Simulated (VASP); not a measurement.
# In (Im-3m) in VASP: further runs

Runs on In. Level: LDA. Tasks: relaxation of cell and atoms.

All numbers are computed with VASP 6.6.1; they aren't measurements. Logs are shortened: lines on timing, memory, paths and dates and some standing lists are left out, and cuts for length are marked.

**1. The cell of the first run**

It takes space group Im-3m (No. 229, cubic). Conventional cell: a = 3.575 Å, b = 3.575 Å, c = 3.575 Å, α = 90.00°, β = 90.00°, γ = 90.00°. In (site symmetry m-3m) has 14 In at 3.10 to 3.57 Å within 4.1 Å.

This isn't the form of In at room conditions, which is tetragonal.

**2. Relaxation of cell and atoms, LDA, target pressure 5 GPa, at which the enthalpy is minimised**

Contents of INCAR:

```
SYSTEM = In
PREC = Accurate
ENCUT = 600
EDIFF = 1E-7
ISMEAR = -1
SIGMA = 0.05
LREAL = .False.
LASPH = .True.
NELM = 100
ALGO = Normal
ISIF = 3
LWAVE = .False.
LCHARG = .False.
GGA = CA
IBRION = 2
NSW = 60
EDIFFG = -0.005
PSTRESS = 50.0
```

Contents of KPOINTS:

```
regular mesh
0
Gamma
  15 15 15
  0 0 0
```

Contents of POSCAR:

```
In
1.0
   -1.7873865451      1.7873865451      1.7873865451
    1.7873865451     -1.7873865451      1.7873865451
    1.7873865451      1.7873865451     -1.7873865451
In
1
Direct
    0.0000000000      0.0000000000      0.0000000000
```

Potentials or basis: VASP PAW LDA potentials, release 64 (In_d).

Run with:

```console
$ cat potpaw_LDA.64/In_d/POTCAR > POTCAR
$ mpirun -np 1 vasp_std > vasp.out
```

OUTCAR:

```text
SYSTEM = In
   PREC = Accurate
   ENCUT = 600
   EDIFF = 1E-7
   ISMEAR = -1
   LREAL = .False.
   LASPH = .True.
   NELM = 100
   ISIF = 3
   GGA = CA
   IBRION = 2
   NSW = 60
   EDIFFG = -0.005
   PSTRESS = 50.0

 ion  position               nearest neighbor table
   1  0.000  0.000  0.000-

  LATTYP: Found a body centered cubic cell.
 ALAT       =     3.5747730902

  Lattice vectors:

 A1 = (  -1.7873865451,   1.7873865451,   1.7873865451)
 A2 = (   1.7873865451,  -1.7873865451,   1.7873865451)
 A3 = (   1.7873865451,   1.7873865451,  -1.7873865451)

Analysis of symmetry for initial positions (statically):
=====================================================================
 Subroutine PRICEL returns:
 Original cell was already a primitive cell.

 Routine SETGRP: Setting up the symmetry group for a
 body centered cubic supercell.

 Subroutine GETGRP returns: Found 48 space group operations
 (whereof 48 operations were pure point group operations)
 out of a pool of 48 trial point group operations.

The static configuration has the point symmetry O_h .

Analysis of symmetry for dynamics (positions and initial velocities):
=====================================================================
 Subroutine PRICEL returns:
 Original cell was already a primitive cell.

 Routine SETGRP: Setting up the symmetry group for a
 body centered cubic supercell.

 Subroutine GETGRP returns: Found 48 space group operations
 (whereof 48 operations were pure point group operations)
 out of a pool of 48 trial point group operations.

The dynamic configuration has the point symmetry O_h .

 Subroutine INISYM returns: Found 48 space group operations
 (whereof 48 operations are pure point group operations),
 and found     1 'primitive' translations

----------------------------------------------------------------------------------------

                                     Primitive cell

  volume of cell :      22.8410

  direct lattice vectors                    reciprocal lattice vectors
    -1.787386545  1.787386545  1.787386545     0.000000000  0.279738035  0.279738035
     1.787386545 -1.787386545  1.787386545     0.279738035  0.000000000  0.279738035
     1.787386545  1.787386545 -1.787386545     0.279738035  0.279738035  0.000000000

  length of vectors
     3.095844309  3.095844309  3.095844309     0.395609323  0.395609323  0.395609323

  position of ions in fractional coordinates (direct lattice)
     0.000000000  0.000000000  0.000000000

  ion indices of the primitive-cell ions
   primitive index   ion index
                 1           1

----------------------------------------------------------------------------------------

 KPOINTS: regular mesh

Automatic generation of k-mesh.
 Grid dimensions read from file:
 generate k-points for:   15   15   15

 Generating k-lattice:

  Cartesian coordinates                     Fractional coordinates (reciprocal lattice)
     0.000000000  0.018649202  0.018649202     0.066666667  0.000000000  0.000000000
     0.018649202  0.000000000  0.018649202     0.000000000  0.066666667  0.000000000
     0.018649202  0.018649202  0.000000000     0.000000000  0.000000000  0.066666667

  Length of vectors
     0.026373955  0.026373955  0.026373955

  Shift w.r.t. Gamma in fractional coordinates (k-lattice)
     0.000000000  0.000000000  0.000000000

 Subroutine IBZKPT returns following result:
 ===========================================

 Found    120 irreducible k-points:

 Following reciprocal coordinates:
            Coordinates               Weight
  0.000000  0.000000  0.000000      1.000000
  0.066667  0.000000  0.000000     12.000000
  0.133333  0.000000  0.000000     12.000000
  0.200000  0.000000  0.000000     12.000000
  0.266667  0.000000  0.000000     12.000000
  0.333333  0.000000  0.000000     12.000000
[... 16 lines left out ...]
  0.333333  0.200000 -0.000000     48.000000
  0.400000  0.200000  0.000000     24.000000
 [... further k-points ...]
   k-points           NKPTS =    120   k-points in BZ     NKDIM =    120   number of bands    NBANDS=     10
   number of dos      NEDOS =    301   number of ions     NIONS =      1
   total plane-waves  NPLWV =  21952
   dimension x,y,z NGX =    28 NGY =   28 NGZ =   28
   dimension x,y,z NGXF=    56 NGYF=   56 NGZF=   56
   ions per type =               1
   NGX,Y,Z   is equivalent  to a cutoff of  15.04, 15.04, 15.04 a.u.
   NGXF,Y,Z  is equivalent  to a cutoff of  30.07, 30.07, 30.07 a.u.
 SYSTEM =  In
   PREC   = accura    normal or accurate (medium, high low for compatibility)
   ISTART =      0    job   : 0-new  1-cont  2-samecut
   ICHARG =      2    charge: 1-file 2-atom 10-const
   ISPIN  =      1    spin polarized calculation?
   LNONCOLLINEAR =      F non collinear calculations
   LSORBIT =      F    spin-orbit coupling
   LASPH  =      T    aspherical Exc in radial PAW
   ENCUT  =  600.0 eV  44.10 Ry    6.64 a.u.   6.18  6.18  6.18*2*pi/ulx,y,z
   NELM   =    100;   NELMIN=  2; NELMDL= -5     # of ELM steps
   EDIFF  = 0.1E-06   stopping-criterion for ELM
   LREAL  =      F    real-space projection
   EDIFFG = -.5E-02   stopping-criterion for IOM
   NSW    =     60    number of steps for IOM
   IBRION =      2    ionic relax: 0-MD 1-quasi-New 2-CG
   NFREE  =      1    steps in history (QN), initial steepest desc. (CG)
   ISIF   =      3    stress and relaxation
   ISYM   =      2    0-nonsym 1-usesym 2-fastsym
   POTIM  = 0.5000    time-step for ionic-motion
   TEBEG  =    0.0;   TEEND  =   0.0 temperature during run
   PSTRESS=   50.0 pullay stress
   NELECT =      13.0000    total number of electrons
   NUPDOWN=      -1.0000    fix difference up-down
   EMIN   =  10.00;   EMAX   =-10.00  energy-range for DOS
   EFERMI =   0.00;   METHOD = LEGACY
   ISMEAR =    -1;   SIGMA  =   0.05  broadening in eV -4-tet -1-fermi 0-gaus
   EFERMI_NEDOS =   21; number of points for ismear=-14 and -15
   IALGO  =     38    algorithm
   IMIX   =      4    mixing-type and parameters
     AMIX     =   0.40;   BMIX     =  1.00
     AMIX_MAG =   1.60;   BMIX_MAG =  1.00
  volume/ion in A,a.u.               =      22.84       154.14
  Fermi-wavevector in a.u.,A,eV,Ry     =   1.356701  2.563793 25.043394  1.840638
  Thomas-Fermi vector in A             =   2.483682
   LORBIT       =      0    0 simple, 1 ext, 2 COOP (PROOUT), +10 PAW based schemes
   GGA     = CA    functional components
   LHFCALC =     F    Hartree Fock is set to
   AEXX    =    0.0000 exact exchange contribution
   IVDW    =     0    specifies the selected vdW correction
   LEPSILON=     F    determine dielectric tensor
   LRPA    =     F    only Hartree local field effects (RPA)
 conjugate gradient relaxation of ions
 non-spin polarized calculation
  energy-cutoff  :      600.00
  volume of cell :       22.84
 maximum number of plane-waves:       780
 NGX is ok and might be reduce to    28
   NGX = 13   NGY = 13   NGZ = 13

--------------------------------------- Ionic step        1  -------------------------------------------

 number of electron      12.9999997 magnetization

 Free energy of the ion-electron system (eV)
  ---------------------------------------------------
  ext. energy  EPLUGINS =         0.00000000
  ---------------------------------------------------
  free energy    TOTEN  =        -3.17307674 eV

  energy without entropy =       -3.17003029  energy(sigma->0) =       -3.17155352

------------------------ aborting loop because EDIFF is reached ----------------------------------------

  FORCE on cell =-STRESS in cart. coord.  units (eV):
  Direction    XX          YY          ZZ          XY          YZ          ZX
  --------------------------------------------------------------------------------------
  -------------------------------------------------------------------------------------
  Total        0.7268685      0.7268685      0.7268685      0.0000000     -0.0000000      0.0000000
  in kB       50.9860066     50.9860066     50.9860066      0.0000000     -0.0000000      0.0000000
  external PRESSURE =       0.9860066 kB  Pullay stress =      50.0000000 kB
[... 59 lines left out ...]
  enthalpy is  TOTEN    =        -2.4602760039 eV   P V=        0.7142629074

--------------------------------------- Ionic step        3  -------------------------------------------

 number of electron      12.9999997 magnetization

 Free energy of the ion-electron system (eV)
  ---------------------------------------------------
  ext. energy  EPLUGINS =         0.00000000
  ---------------------------------------------------
  free energy    TOTEN  =        -3.17422763 eV

  energy without entropy =       -3.17116404  energy(sigma->0) =       -3.17269584

 E-fermi :   8.8434     XC(G=0): -11.1844

 val. band max:        8.8129498493   @ k =  -0.4000  -0.4000   0.1333
 cond. band min:       8.8562480813   @ k =  -0.4000   0.4000   0.2000
 fundamental gap:      0.0432982320
 Fermi energy:         8.8434109382

 k-point     1 :       0.0000    0.0000    0.0000
  band No.  band energies     occupation
      1      -5.9415      2.00000
      2      -5.9415      2.00000
      3      -5.9415      2.00000
      4      -5.5460      2.00000
      5      -5.5460      2.00000
      6      -1.6922      2.00000
      7      21.3824      0.00000
      8      21.3824      0.00000
      9      21.3824      0.00000
     10      22.3313      0.00000
[... 287 lines left out ...]
 k-point    24 :       0.4000    0.2000    0.0000
  band No.  band energies     occupation
      1      -6.0597      2.00000
      2      -5.8996      2.00000
      3      -5.6147      2.00000
      4      -5.5664      2.00000
      5      -5.4097      2.00000
      6       5.4696      2.00000
      7       6.0505      2.00000
      8      10.9808      0.00000
      9      15.7040      0.00000
     10      21.5999      0.00000

 [... further k-points ...]

------------------------ aborting loop because EDIFF is reached ----------------------------------------

  FORCE on cell =-STRESS in cart. coord.  units (eV):
  Direction    XX          YY          ZZ          XY          YZ          ZX
  --------------------------------------------------------------------------------------
  -------------------------------------------------------------------------------------
  Total        0.7132967      0.7132967      0.7132967      0.0000000      0.0000000      0.0000000
  in kB       49.9542238     49.9542238     49.9542238      0.0000000      0.0000000      0.0000000
  external PRESSURE =      -0.0457762 kB  Pullay stress =      50.0000000 kB
[... 16 lines left out ...]
  FREE ENERGIE OF THE ION-ELECTRON SYSTEM (eV)
  ---------------------------------------------------
  free  energy   TOTEN  =        -3.1742276333 eV

  energy  without entropy=       -3.1711640407  energy(sigma->0) =       -3.17269584

  enthalpy is  TOTEN    =        -2.4602773319 eV   P V=        0.7139503014

 reached required accuracy - stopping structural energy minimisation
```

Run time: 100 s. Hardware: 1 thread of Intel Xeon 8259CL, shared host; peak memory 0.17 GiB.

Results:

* Free energy: -3.1742 eV
* Relaxed volume: 22.88 Å³/atom
* Relaxed cell: a = 3.097 Å, b = 3.097 Å, c = 3.097 Å, α = 109.47°, β = 109.47°, γ = 109.47°
* Space group after relaxing (to 0.1 Å): Im-3m (No. 229)
* Energy change on relaxing (the run minimises the enthalpy): -1.2 meV/atom
* Ionic steps: 3
* Pressure after relaxing: 5.0 GPa
* Band gap on the k mesh: zero (an odd number of electrons rules out a gap without spin polarisation)

Step by step:
```tsv
step	energy change (eV)	largest force (eV/Å)	pressure (GPa)	volume (Å³)
1	0.0000	0.0000	5.10	22.84
2	-0.0015	0.0000	4.96	22.89
3	-0.0012	0.0000	5.00	22.88
```

Final structure:
```
In
1.0
    -1.78834    1.78834    1.78834
     1.78834   -1.78834    1.78834
     1.78834    1.78834   -1.78834
In
1
Direct
  0.00000 0.00000 0.00000
```

Caveat: the cell is relaxed towards a set pressure, so the run minimises the enthalpy, not the energy; spin-orbit coupling is left out, which moves the levels of the heavy elements.

**3. Relaxation of cell and atoms, LDA, target pressure 5 GPa, at which the enthalpy is minimised**

Contents of INCAR:

```
ALGO = Normal ; EDIFF = 1E-6
EDIFFG = -0.005 ; ENCUT = 600
IBRION = 2 ; ISIF = 3
ISMEAR = -1 ; LASPH = True
LCHARG = False ; LREAL = False
LWAVE = False ; NELM = 60
NSW = 32 ; PREC = Accurate
PSTRESS = 50.0 ; SIGMA = 0.05
```

Contents of KPOINTS:

```
k-points
0
Gamma
  15 15 15
```

Contents of POSCAR:

```
In
1.0
   -1.7868061207      1.7868061207      1.7868061207
    1.7868061207     -1.7868061207      1.7868061207
    1.7868061207      1.7868061207     -1.7868061207
In
1
Direct
    0.0000000000      0.0000000000      0.0000000000
```

Potentials or basis: VASP PAW LDA potentials, release 64 (In_d).

Run with:

```console
$ cat potpaw_LDA.64/In_d/POTCAR > POTCAR
$ mpirun -np 1 vasp_std > vasp.out
```

OUTCAR:

```text
EDIFF = 1E-6
   EDIFFG = -0.005
   ENCUT = 600
   IBRION = 2
   ISIF = 3
   ISMEAR = -1
   LASPH = True
   LREAL = False
   NELM = 60
   NSW = 32
   PREC = Accurate
   PSTRESS = 50.0

 ion  position               nearest neighbor table
   1  0.000  0.000  0.000-

  LATTYP: Found a body centered cubic cell.
 ALAT       =     3.5736122414

  Lattice vectors:

 A1 = (  -1.7868061207,   1.7868061207,   1.7868061207)
 A2 = (   1.7868061207,  -1.7868061207,   1.7868061207)
 A3 = (   1.7868061207,   1.7868061207,  -1.7868061207)

Analysis of symmetry for initial positions (statically):
=====================================================================
 Subroutine PRICEL returns:
[... 257 lines left out ...]
 cond. band min:       8.8573112011   @ k =  -0.4000   0.4000   0.2000
 fundamental gap:      0.0433722816
 Fermi energy:         8.8444639943

 k-point     1 :       0.0000    0.0000    0.0000
  band No.  band energies     occupation
      1      -5.9404      2.00000
      2      -5.9404      2.00000
      3      -5.9404      2.00000
      4      -5.5449      2.00000
      5      -5.5449      2.00000
      6      -1.6918      2.00000
      7      21.3844      0.00000
      8      21.3844      0.00000
      9      21.3844      0.00000
     10      22.3326      0.00000
[... 287 lines left out ...]
 k-point    24 :       0.4000    0.2000    0.0000
  band No.  band energies     occupation
      1      -6.0586      2.00000
      2      -5.8985      2.00000
      3      -5.6135      2.00000
      4      -5.5652      2.00000
      5      -5.4085      2.00000
      6       5.4706      2.00000
      7       6.0512      2.00000
      8      10.9820      0.00000
      9      15.7053      0.00000
     10      21.6016      0.00000

 [... further k-points ...]

------------------------ aborting loop because EDIFF is reached ----------------------------------------

  FORCE on cell =-STRESS in cart. coord.  units (eV):
  Direction    XX          YY          ZZ          XY          YZ          ZX
  --------------------------------------------------------------------------------------
  -------------------------------------------------------------------------------------
  Total        0.7141004      0.7141004      0.7141004      0.0000000      0.0000000     -0.0000000
  in kB       50.0146819     50.0146819     50.0146819      0.0000000      0.0000000     -0.0000000
  external PRESSURE =       0.0146819 kB  Pullay stress =      50.0000000 kB
[... 20 lines left out ...]
  energy  without entropy=       -3.1711021071  energy(sigma->0) =       -3.17263351

  enthalpy is  TOTEN    =        -2.4602741662 eV   P V=        0.7138907465

 reached required accuracy - stopping structural energy minimisation
```

It took 87 s on 1 thread of Intel Xeon 8259CL, shared host; peak memory 0.17 GiB.

What came out:

```
Free energy                                                : -3.1742 eV
Relaxed volume                                             : 22.88 Å³/atom
Relaxed cell                                               : a = 3.097 Å, b = 3.097 Å, c = 3.097 Å, α = 109.47°, β = 109.47°, γ = 109.47°
Space group after relaxing (to 0.1 Å)                      : Im-3m (No. 229)
Energy change on relaxing (the run minimises the enthalpy) : -1.8 meV/atom
Ionic steps                                                : 3
Pressure after relaxing                                    : 5.0 GPa
Band gap on the k mesh                                     : zero (an odd number of electrons rules out a gap without spin polarisation)
```

Step by step:
| step | energy change (eV) | largest force (eV/Å) | pressure (GPa) | volume (Å³) |
| --- | --- | --- | --- | --- |
| 1 | 0.0000 | 0.0000 | 5.18 | 22.82 |
| 2 | -0.0026 | 0.0000 | 4.92 | 22.90 |
| 3 | -0.0018 | 0.0000 | 5.00 | 22.88 |

Final structure:
```
In
1.0
    -1.78829    1.78829    1.78829
     1.78829   -1.78829    1.78829
     1.78829    1.78829   -1.78829
In
1
Cartesian
  0.0000 0.0000 0.0000
```

Caveat: the cell is relaxed towards a set pressure, so the run minimises the enthalpy, not the energy; spin-orbit coupling is left out, which moves the levels of the heavy elements.

**4. Relaxation of cell and atoms, LDA**

This run uses another cell than the first one, of 24.61 Å³/atom.

Contents of INCAR:

```
SYSTEM = In
PREC     = Accurate       ! precision mode
ENCUT    = 600            ! plane-wave cutoff, eV
EDIFF    = 1E-6           ! SCF threshold, eV
ISMEAR   = -1             ! smearing method
SIGMA    = 0.05           ! smearing width, eV
LREAL    = .False.        ! projectors in reciprocal space
LASPH    = .True.         ! aspherical terms in the spheres
NELM     = 80             ! most SCF steps
ALGO     = Normal         ! electronic algorithm
ISIF     = 3              ! what is computed and relaxed
LWAVE    = .False.        ! write WAVECAR
LCHARG   = .False.        ! write CHGCAR
IBRION   = 2              ! ionic algorithm
NSW      = 60             ! ionic steps
EDIFFG   = -0.005         ! ionic threshold
```

Contents of KPOINTS:

```
Automatic mesh
0
Gamma
  15 15 15
  0 0 0
```

Contents of POSCAR:

```
In
1.0
   -1.8324862937      1.8324862937      1.8324862937
    1.8324862937     -1.8324862937      1.8324862937
    1.8324862937      1.8324862937     -1.8324862937
In
1
Direct
    0.0000000000      0.0000000000      0.0000000000
```

Run with:

```console
$ cat potpaw_LDA.64/In_d/POTCAR > POTCAR
$ mpirun -np 1 vasp_std > vasp.out
```

Wall time 70 s (1 thread of Intel Xeon 8259CL, shared host); peak memory 0.18 GiB.

The run converged. Its results:

| Item | Value |
| --- | --- |
| Free energy | -3.2026 eV |
| Relaxed volume | 24.86 Å³/atom |
| Relaxed cell | a = 3.184 Å, b = 3.184 Å, c = 3.184 Å, α = 109.47°, β = 109.47°, γ = 109.47° |
| Space group after relaxing (to 0.1 Å) | Im-3m (No. 229) |
| Energy gained by relaxing | 0.3 meV/atom |
| Ionic steps | 2 |
| Pressure after relaxing | 0.0 GPa |
| Band gap on the k mesh | zero (an odd number of electrons rules out a gap without spin polarisation) |

Step by step:
| step | energy change (eV) | largest force (eV/Å) | pressure (GPa) | volume (Å³) |
| --- | --- | --- | --- | --- |
| 1 | 0.0000 | 0.0000 | 0.45 | 24.61 |
| 2 | -0.0003 | 0.0000 | 0.00 | 24.86 |

Final structure:
```cif
data_structure
_symmetry_space_group_name_H-M 'P 1'
_symmetry_Int_Tables_number 1
_cell_length_a 3.1845
_cell_length_b 3.1845
_cell_length_c 3.1845
_cell_angle_alpha 109.471
_cell_angle_beta 109.471
_cell_angle_gamma 109.471
_cell_volume 24.86
loop_
_atom_site_label
_atom_site_type_symbol
_atom_site_fract_x
_atom_site_fract_y
_atom_site_fract_z
_atom_site_occupancy
In1 In 0.00000 0.00000 0.00000 1
```

Levels at points of the mesh, in eV from the Fermi level:
```
           k point  band 2  band 3  band 4  band 5  band 6  band 7  band 8  band 9  band 10
(0.00, 0.00, 0.00)  -14.64  -14.64  -14.32  -14.32   -9.90   11.55   11.55   11.55    13.27
```

Caveat: spin-orbit coupling is left out, which moves the levels of the heavy elements.

**5. Overview**

```csv
cell,gap on the mesh (eV),pressure (GPa)
"relaxed to 5 GPa from a = 3.096 Å, angles 109.5°, 1 atom",none,5.0
"relaxed to 5 GPa from a = 3.095 Å, angles 109.5°, 1 atom",none,5.0
"relaxed from a = 3.174 Å, angles 109.5°, 1 atom",none,0.0
```

Alike in all rows: task relaxation of cell and atoms; level LDA; potentials or basis VASP PAW LDA potentials, release 64 (In_d); no spin polarisation; k mesh 15 × 15 × 15; cutoff (eV) 600; smearing fermi-dirac 0.05 eV.

Caveats: spin-orbit coupling is left out, which moves the levels of the heavy elements; the cell is relaxed towards a set pressure, so the run minimises the enthalpy, not the energy (at least some runs).

Absolute energies hang on the potentials; compare differences alone.

The gap in the log of VASP goes by the Fermi energy; the results here count the filled bands.